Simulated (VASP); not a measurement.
Input of a VASP 6.6.1 run:

File INCAR:

```
PREC = Accurate
ENCUT = 520
EDIFF = 1E-7
ISMEAR = -1
SIGMA = 0.05
LREAL = False
LASPH = True
NELM = 80
ALGO = Normal
ISIF = 2
LWAVE = False
LCHARG = False
NBANDS = 64
```

The input KPOINTS:

```
regular mesh
0
Gamma
  10 10 1
```

Contents of POSCAR:

```
WS2
1.0
    3.1260351886      0.0000000000      0.0000000000
   -1.5630175943      2.7072258865      0.0000000000
    0.0000000000      0.0000000000     33.3548582148
W S
4 8
Direct
    0.3333333333      0.6666666667      0.5909347635
    0.3333333333      0.6666666667      0.2266705149
    0.6666666667      0.3333333333      0.7733294851
    0.6666666667      0.3333333333      0.4090652365
    0.3333333333      0.6666666667      0.8200909987
    0.3333333333      0.6666666667      0.4559007420
    0.6666666667      0.3333333333      0.6377706551
    0.6666666667      0.3333333333      0.2735112237
    0.3333333333      0.6666666667      0.7264887763
    0.3333333333      0.6666666667      0.3622293449
    0.6666666667      0.3333333333      0.5440992580
    0.6666666667      0.3333333333      0.1799090013
```

Potentials or basis: VASP PAW LDA potentials, release 64 (W_sv, S).

Run with:

```console
$ cat potpaw_LDA.64/W_sv/POTCAR potpaw_LDA.64/S/POTCAR > POTCAR
$ mpirun -np 1 vasp_std > vasp.out
```

**Question.** Estimate the band gap on the k mesh.

**Answer.** 1.07 eV (least direct gap 2.25 eV).

**Question.** What does it give for the largest force?

**Answer.** 0.055 eV/Å.

Forces on the atoms (eV/Å):
```
W    0.000  0.000  0.003
W    0.000  0.000  0.000
W    0.000  0.000  0.000
W    0.000  0.000 -0.003
S    0.000  0.000  0.054
S    0.000  0.000  0.046
S    0.000  0.000  0.052
S    0.000  0.000  0.055
S    0.000  0.000 -0.055
S    0.000  0.000 -0.052
S    0.000  0.000 -0.046
S    0.000  0.000 -0.054
```

Caveat: there is no dipole correction, which matters where the two faces differ; spin-orbit coupling is left out, which moves the levels of the heavy elements.
